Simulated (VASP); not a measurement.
# BaF2 (Fm-3m) in VASP: further runs

The runs below take BaF2 through vibrations by perturbation theory, with PBE.

All numbers are computed with VASP 6.6.1; they aren't measurements. Logs are shortened: lines on timing, memory, paths and dates and some standing lists are left out, and cuts for length are marked.

### 1 The cell of the first run

The structure is cubic, space group Fm-3m (No. 225). The conventional cell has a = 6.210 Å, b = 6.210 Å, c = 6.210 Å, α = 90.00°, β = 90.00°, γ = 90.00°. Within 3.5 Å of Ba (site symmetry m-3m) lie 8 F at 2.69 Å. F (site symmetry -43m) has 4 Ba at 2.69 Å and 6 F at 3.10 Å within 3.5 Å.

### 2 Vibrations by perturbation theory, PBE

Input file INCAR:

```
ALGO = Normal ; EDIFF = 1E-8
ENCUT = 600 ; GGA = PE
GGA_COMPAT = False ; IBRION = 8
ISIF = 2 ; ISMEAR = 0
LASPH = True ; LCHARG = True
LEPSILON = True ; LREAL = False
LWAVE = False ; NBANDS = 19
NELM = 120 ; NSW = 1
PREC = Accurate ; SIGMA = 0.01
```

Input file KPOINTS:

```
k-points
0
Gamma
  6 6 6
```

Input file POSCAR:

```
BaF2
1.0
    0.0000000000      3.1049090439      3.1049090439
    3.1049090439      0.0000000000      3.1049090439
    3.1049090439      3.1049090439      0.0000000000
Ba F
1 2
Direct
    0.0000000000      0.0000000000      0.0000000000
    0.2500000000      0.2500000000      0.2500000000
    0.7500000000      0.7500000000      0.7500000000
```

Potentials or basis: VASP PAW PBE potentials, release 64 (Ba_sv, F).

The run is started by

```
cat potpaw_PBE.64/Ba_sv/POTCAR potpaw_PBE.64/F/POTCAR > POTCAR
mpirun -np 1 vasp_std > vasp.out
```

OUTCAR:

```text
EDIFF = 1E-8
   ENCUT = 600
   GGA = PE
   IBRION = 8
   ISIF = 2
   ISMEAR = 0
   LASPH = True
   LEPSILON = True
   LREAL = False
   NELM = 120
   NSW = 1
   PREC = Accurate

 ion  position               nearest neighbor table
   1  0.000  0.000  0.000-   3 2.69   3 2.69   3 2.69   2 2.69   2 2.69   2 2.69   3 2.69   2 2.69

   2  0.250  0.250  0.250-   1 2.69   1 2.69   1 2.69   1 2.69
   3  0.750  0.750  0.750-   1 2.69   1 2.69   1 2.69   1 2.69

  LATTYP: Found a face centered cubic cell.
 ALAT       =     6.2098180878

  Lattice vectors:

 A1 = (   0.0000000000,   3.1049090439,   3.1049090439)
 A2 = (   3.1049090439,   0.0000000000,   3.1049090439)
 A3 = (   3.1049090439,   3.1049090439,   0.0000000000)

Analysis of symmetry for initial positions (statically):
=====================================================================
 Subroutine PRICEL returns:
 Original cell was already a primitive cell.

 Routine SETGRP: Setting up the symmetry group for a
 face centered cubic supercell.

 Subroutine GETGRP returns: Found 48 space group operations
 (whereof 48 operations were pure point group operations)
 out of a pool of 48 trial point group operations.

The static configuration has the point symmetry O_h .

Analysis of symmetry for dynamics (positions and initial velocities):
=====================================================================
 Subroutine PRICEL returns:
 Original cell was already a primitive cell.

 Routine SETGRP: Setting up the symmetry group for a
 face centered cubic supercell.

 Subroutine GETGRP returns: Found 48 space group operations
 (whereof 48 operations were pure point group operations)
 out of a pool of 48 trial point group operations.

The dynamic configuration has the point symmetry O_h .

 Subroutine INISYM returns: Found 48 space group operations
 (whereof 48 operations are pure point group operations),
 and found     1 'primitive' translations

----------------------------------------------------------------------------------------

                                     Primitive cell

  volume of cell :      59.8655

  direct lattice vectors                    reciprocal lattice vectors
     0.000000000  3.104909044  3.104909044    -0.161035313  0.161035313  0.161035313
     3.104909044  0.000000000  3.104909044     0.161035313 -0.161035313  0.161035313
     3.104909044  3.104909044  0.000000000     0.161035313  0.161035313 -0.161035313

  length of vectors
     4.391004480  4.391004480  4.391004480     0.278921344  0.278921344  0.278921344

  position of ions in fractional coordinates (direct lattice)
     0.000000000  0.000000000  0.000000000
     0.250000000  0.250000000  0.250000000
     0.750000000  0.750000000  0.750000000

  ion indices of the primitive-cell ions
   primitive index   ion index
                 1           1
                 2           2
                 3           3

----------------------------------------------------------------------------------------

 KPOINTS: k-points

Automatic generation of k-mesh.
 Grid dimensions read from file:
 generate k-points for:    6    6    6

 Generating k-lattice:

  Cartesian coordinates                     Fractional coordinates (reciprocal lattice)
    -0.026839219  0.026839219  0.026839219     0.166666667  0.000000000  0.000000000
[... 504 lines left out ...]
------------------------ aborting loop because EDIFF is reached ----------------------------------------

 PIEZOELECTRIC TENSOR FIELD DIRECTION 3  (e Angst)
 -----------------------------------------------------------------------------
     0.00010  0.00000  0.00000           (  0.00000  0.00000  0.00000)
     0.00000  0.00010 -0.00000           (  0.00000  0.00000 -0.00000)
    -0.00000 -0.00000  0.00023           (  0.00000 -0.00000  0.00000)

 PIEZOELECTRIC TENSOR FIELD DIRECTION 3  (C/m^2)
 -----------------------------------------------------------------------------
     0.00003  0.00000  0.00000
     0.00000  0.00003 -0.00000
    -0.00000 -0.00000  0.00006

--------------------------------------- Ionic step        4  -------------------------------------------

------------------------ aborting loop because EDIFF is reached ----------------------------------------

[... ionic steps 5 to 6 ...]

--------------------------------------- Ionic step        7  -------------------------------------------

 Free energy of the ion-electron system (eV)
  ---------------------------------------------------
  ---------------------------------------------------
  free energy    TOTEN  =        -0.54010516 eV

  energy without entropy =       -0.54010516

------------------------ aborting loop because EDIFF is reached ----------------------------------------

 INTERNAL STRAIN TENSOR  FOR ION    2  DIRECTION 1   (eV/Angst):
 -----------------------------------------------------------------------------
     0.00268  0.00000 -0.00000
    -0.00000 -0.00264 -3.14177
     0.00000 -3.14177 -0.00264

 MACROSCOPIC STATIC DIELECTRIC TENSOR (including local field effects in DFT)
 ------------------------------------------------------
           2.348285     0.000000    -0.000000
           0.000000     2.348285     0.000000
           0.000000     0.000000     2.348285
 ------------------------------------------------------

 PIEZOELECTRIC TENSOR (including local field effects)  for field in x, y, z        (e  Angst)
          XX          YY          ZZ          XY          YZ          ZX
  --------------------------------------------------------------------------------
  x     0.00000     0.00000     0.00000     0.00000     0.00000     0.00000
  y     0.00000     0.00000     0.00000     0.00000     0.00000     0.00000
  z     0.00000     0.00000     0.00000     0.00000     0.00000     0.00000

 PIEZOELECTRIC TENSOR (including local field effects)  for field in x, y, z        (C/m^2)
          XX          YY          ZZ          XY          YZ          ZX
  --------------------------------------------------------------------------------
  x     0.00000     0.00000     0.00000     0.00000     0.00000     0.00000
  y     0.00000     0.00000     0.00000     0.00000     0.00000     0.00000
  z     0.00000     0.00000     0.00000     0.00000     0.00000     0.00000

 BORN EFFECTIVE CHARGES (including local field effects) (in |e|, cummulative output)
 ---------------------------------------------------------------------------------
 ion    1
    1     2.57652     0.00000     0.00000
    2     0.00000     2.57652     0.00000
    3     0.00000     0.00000     2.57652
 ion    2
    1    -1.28826     0.00000     0.00000
    2     0.00000    -1.28826     0.00000
    3     0.00000     0.00000    -1.28826
 ion    3
    1    -1.28826     0.00000     0.00000
    2     0.00000    -1.28826     0.00000
    3     0.00000     0.00000    -1.28826

 INTERNAL STRAIN TENSOR FOR ION    3 for displacements in x,y,z  (eV/Angst):
          X           Y           Z          XY          YZ          ZX
  --------------------------------------------------------------------------------
  x    -0.00000     0.00000    -0.00000     0.00000     3.14177    -0.00000
  y     0.00000     0.00000    -0.00000    -0.00000    -0.00000     3.14177
  z    -0.00000     0.00000     0.00000     3.14177    -0.00000     0.00000

 SECOND DERIVATIVES (NOT SYMMETRIZED)
 ------------------------------------
               1X          1Y          1Z          2X          2Y          2Z          3X          3Y          3Z
  1X    -3.835694    0.000000    0.000000    1.917847    0.000000    0.000000    1.917847    0.000000    0.000000
  1Y     0.000000   -3.835694    0.000000    0.000000    1.917847    0.000000    0.000000    1.917847    0.000000
  1Z     0.000000    0.000000   -3.835694    0.000000    0.000000    1.917847    0.000000    0.000000    1.917847
  2X     1.927360    0.000000    0.000000   -3.154070    0.000000    0.000000    1.226710    0.000000    0.000000
  2Y     0.000000    1.927360    0.000000    0.000000   -3.154070    0.000000    0.000000    1.226710    0.000000
  2Z     0.000000    0.000000    1.927360    0.000000    0.000000   -3.154070    0.000000    0.000000    1.226710
  3X     1.927360    0.000000    0.000000    1.226710    0.000000    0.000000   -3.154070    0.000000    0.000000
  3Y     0.000000    1.927360    0.000000    0.000000    1.226710    0.000000    0.000000   -3.154070    0.000000
  3Z     0.000000    0.000000    1.927360    0.000000    0.000000    1.226710    0.000000    0.000000   -3.154070

 Eigenvectors and eigenvalues of the dynamical matrix
 ----------------------------------------------------

   1 f  =    7.507105 THz    47.168532 2PiTHz  250.410069 cm-1    31.046878 meV
             X         Y         Z           dx          dy          dz
      0.000000  0.000000  0.000000    -0.000000    0.000000    0.000000
      1.552455  1.552455  1.552455    -0.700126    0.099117   -0.000000
      4.657364  4.657364  4.657364     0.700126   -0.099117    0.000000
[... 43 lines left out ...]
   9 f/i=    0.005724 THz     0.035964 2PiTHz    0.190929 cm-1     0.023672 meV
             X         Y         Z           dx          dy          dz
      0.000000  0.000000  0.000000     0.268389   -0.489386   -0.687450
      1.552455  1.552455  1.552455     0.099579   -0.181574   -0.255061
      4.657364  4.657364  4.657364     0.099579   -0.181574   -0.255061

--------------------------------------------------------------------------------------------------------

 MACROSCOPIC STATIC DIELECTRIC TENSOR IONIC CONTRIBUTION
 ------------------------------------------------------
           5.222703    -0.000000     0.000000
          -0.000000     5.222703    -0.000000
           0.000000    -0.000000     5.222703
 ------------------------------------------------------

 ELASTIC MODULI CONTR FROM IONIC RELAXATION (kBar)
 Direction    XX          YY          ZZ          XY          YZ          ZX
 --------------------------------------------------------------------------------
 XX          -0.0000     -0.0000      0.0000      0.0000      0.0000     -0.0000
 YY          -0.0000     -0.0000      0.0000     -0.0000     -0.0000     -0.0000
 ZZ           0.0000      0.0000     -0.0000     -0.0000      0.0000      0.0000
 XY           0.0000     -0.0000     -0.0000   -120.6038      0.0000      0.0000
 YZ           0.0000     -0.0000      0.0000      0.0000   -120.6038      0.0000
 ZX          -0.0000     -0.0000      0.0000      0.0000      0.0000   -120.6038
 --------------------------------------------------------------------------------

 PIEZOELECTRIC TENSOR IONIC CONTR  for field in x, y, z        (C/m^2)
          XX          YY          ZZ          XY          YZ          ZX
  --------------------------------------------------------------------------------
  x    -0.00000    -0.00000     0.00000     0.00000    -0.00000    -0.00000
  y     0.00000     0.00000    -0.00000     0.00000     0.00000     0.00000
  z     0.00000    -0.00000     0.00000     0.00000    -0.00000     0.00000
```

Run time: 5 min. Hardware: 1 thread of Intel Xeon Platinum 8488C (Sapphire Rapids), shared host; peak memory 0.39 GiB.

What came out:

- Electronic dielectric tensor (diagonal): 2.35
- Born charges (mean of the diagonal): Ba +2.58; F -1.29 e
- Highest phonon frequency at Γ, LO-TO splitting left out: 250 cm⁻¹

Phonon frequencies in cm⁻¹ (negative: imaginary):
```csv
q point,frequencies
"(0.000, 0.000, 0.000)",0 0 0 188 188 188 250 250 250
```

Electronic dielectric tensor:
```
2.35 0.00 0.00
0.00 2.35 0.00
0.00 0.00 2.35
```

Born effective charge tensors (e):
atom 1, Ba
```
2.58 0.00 0.00
0.00 2.58 0.00
0.00 0.00 2.58
```
atom 2, F
```
-1.29  0.00  0.00
 0.00 -1.29  0.00
 0.00  0.00 -1.29
```
atom 3, F
```
-1.29  0.00  0.00
 0.00 -1.29  0.00
 0.00  0.00 -1.29
```

Caveat: the cell stands under pressure or tension, which shifts response properties; spin-orbit coupling is left out, which moves the levels of the heavy elements.

### 3 Vibrations by perturbation theory, PBE

This run uses another cell than the first one, of 16.81 Å³/atom.

Input file INCAR:

```
PREC = Accurate
ENCUT = 600
EDIFF = 1E-8
ISMEAR = 0
SIGMA = 0.01
LREAL = F
LASPH = T
NELM = 120
ALGO = Normal
ISIF = 2
LWAVE = F
LCHARG = F
GGA = PE
NBANDS = 19
IBRION = 8
NSW = 1
LEPSILON = T
GGA_COMPAT = F
```

Input file KPOINTS:

```
Automatic mesh
0
Gamma
  8 8 8
```

Input file POSCAR:

```
BaF2
1.0
    0.0000000000      2.9322815749      2.9322815749
    2.9322815749      0.0000000000      2.9322815749
    2.9322815749      2.9322815749      0.0000000000
Ba F
1 2
Direct
    0.0000000000      0.0000000000      0.0000000000
    0.2500000000      0.2500000000      0.2500000000
    0.7500000000      0.7500000000      0.7500000000
```

Potentials or basis: VASP PAW PBE potentials, release 64 (Ba_sv, F).

The run is started by

```
cat potpaw_PBE.64/Ba_sv/POTCAR potpaw_PBE.64/F/POTCAR > POTCAR
mpirun -np 1 vasp_std > vasp.out
```

OUTCAR:

```text
PREC = Accurate
   ENCUT = 600
   EDIFF = 1E-8
   ISMEAR = 0
   LREAL = F
   LASPH = T
   NELM = 120
   ISIF = 2
   GGA = PE
   IBRION = 8
   NSW = 1
   LEPSILON = T

 ion  position               nearest neighbor table
   1  0.000  0.000  0.000-   3 2.54   3 2.54   3 2.54   2 2.54   3 2.54   2 2.54   2 2.54   2 2.54

   2  0.250  0.250  0.250-   1 2.54   1 2.54   1 2.54   1 2.54
   3  0.750  0.750  0.750-   1 2.54   1 2.54   1 2.54   1 2.54

  LATTYP: Found a face centered cubic cell.
 ALAT       =     5.8645631498

  Lattice vectors:

 A1 = (   0.0000000000,   2.9322815749,   2.9322815749)
 A2 = (   2.9322815749,   0.0000000000,   2.9322815749)
 A3 = (   2.9322815749,   2.9322815749,   0.0000000000)

[... 846 lines left out ...]
  1Z     0.000000    0.000000   -8.392577    0.000000    0.000000    4.196289    0.000000    0.000000    4.196289
  2X     4.202704    0.000000    0.000000   -5.874015    0.000000    0.000000    1.671311    0.000000    0.000000
  2Y     0.000000    4.202704    0.000000    0.000000   -5.874015    0.000000    0.000000    1.671311    0.000000
  2Z     0.000000    0.000000    4.202704    0.000000    0.000000   -5.874015    0.000000    0.000000    1.671311
  3X     4.202704    0.000000    0.000000    1.671311    0.000000    0.000000   -5.874015    0.000000    0.000000
  3Y     0.000000    4.202704    0.000000    0.000000    1.671311    0.000000    0.000000   -5.874015    0.000000
  3Z     0.000000    0.000000    4.202704    0.000000    0.000000    1.671311    0.000000    0.000000   -5.874015

 Eigenvectors and eigenvalues of the dynamical matrix
 ----------------------------------------------------

   1 f  =    9.852258 THz    61.903565 2PiTHz  328.635963 cm-1    40.745648 meV
             X         Y         Z           dx          dy          dz
      0.000000  0.000000  0.000000     0.000000   -0.000000    0.000000
      1.466141  1.466141  1.466141    -0.559615   -0.432234   -0.002392
      4.398422  4.398422  4.398422     0.559615    0.432234    0.002392
[... 43 lines left out ...]
   9 f/i=    0.002613 THz     0.016419 2PiTHz    0.087164 cm-1     0.010807 meV
             X         Y         Z           dx          dy          dz
      0.000000  0.000000  0.000000     0.203488   -0.861439    0.007390
      1.466141  1.466141  1.466141     0.075628   -0.320161    0.002747
      4.398422  4.398422  4.398422     0.075628   -0.320161    0.002747

--------------------------------------------------------------------------------------------------------

 MACROSCOPIC STATIC DIELECTRIC TENSOR IONIC CONTRIBUTION
 ------------------------------------------------------
           3.107937    -0.000000     0.000000
          -0.000000     3.107937    -0.000000
           0.000000    -0.000000     3.107937
 ------------------------------------------------------

 ELASTIC MODULI CONTR FROM IONIC RELAXATION (kBar)
 Direction    XX          YY          ZZ          XY          YZ          ZX
 --------------------------------------------------------------------------------
 XX           0.0000      0.0000      0.0000      0.0000      0.0000      0.0000
 YY           0.0000      0.0000      0.0000      0.0000      0.0000      0.0000
 ZZ           0.0000      0.0000      0.0000      0.0000      0.0000      0.0000
 XY           0.0000      0.0000      0.0000   -571.7970      0.0000      0.0000
 YZ           0.0000      0.0000      0.0000      0.0000   -571.7970     -0.0000
 ZX           0.0000      0.0000      0.0000      0.0000     -0.0000   -571.7970
 --------------------------------------------------------------------------------

 PIEZOELECTRIC TENSOR IONIC CONTR  for field in x, y, z        (C/m^2)
          XX          YY          ZZ          XY          YZ          ZX
  --------------------------------------------------------------------------------
  x     0.00000     0.00000     0.00000    -0.00000    -0.00000    -0.00000
  y     0.00000     0.00000     0.00000     0.00000     0.00000     0.00000
  z     0.00000     0.00000     0.00000    -0.00000    -0.00000     0.00000
```

OSZICAR:

```text
N       E                     dE             d eps       ncg     rms          rms(c)
DAV:   1     0.155213801930E+03    0.15521E+03   -0.14464E+04  1102   0.134E+03
DAV:   2    -0.107328086917E+02   -0.16595E+03   -0.15969E+03  1347   0.288E+02
[... 189 lines left out ...]
RMM:   8    -0.539613239251E+00    0.26310E-05   -0.14195E-07  7912   0.785E-04    0.960E-05
RMM:   9    -0.539613630321E+00   -0.39107E-06    0.46744E-08  7927   0.280E-04    0.246E-05
RMM:  10    -0.539613659004E+00   -0.28683E-07   -0.11504E-07  8468   0.863E-05    0.106E-05
RMM:  11    -0.539613595445E+00    0.63559E-07   -0.83261E-08  7812   0.417E-05    0.179E-06
RMM:  12    -0.539613572827E+00    0.22618E-07   -0.59807E-08  8030   0.194E-05    0.771E-07
RMM:  13    -0.539613580861E+00   -0.80341E-08   -0.25933E-08  7403   0.136E-05    0.283E-07
 Linear response finished
```

Wall time 9.3 min (1 thread of Intel Xeon Platinum 8488C (Sapphire Rapids), shared host); peak memory 0.54 GiB.

What came out:

```yaml
Electronic_dielectric_tensor_diagonal: 2.52
Born_charges_mean_of_the_diagonal: Ba +2.70; F -1.35 e
Highest_phonon_frequency_at_Γ_LO-TO_splitting_left_out: 329 cm⁻¹
```

Phonon frequencies in cm⁻¹ (negative: imaginary):
```csv
q point,frequencies
"(0.000, 0.000, 0.000)",0 0 0 277 277 277 329 329 329
```

Electronic dielectric tensor:
```
2.52 0.00 0.00
0.00 2.52 0.00
0.00 0.00 2.52
```

Born effective charge tensors (e):
atom 1, Ba
```
2.70 0.00 0.00
0.00 2.70 0.00
0.00 0.00 2.70
```
atom 2, F
```
-1.35  0.00  0.00
 0.00 -1.35  0.00
 0.00  0.00 -1.35
```
atom 3, F
```
-1.35  0.00  0.00
 0.00 -1.35  0.00
 0.00  0.00 -1.35
```

Caveat: the cell stands under pressure or tension, which shifts response properties; spin-orbit coupling is left out, which moves the levels of the heavy elements.
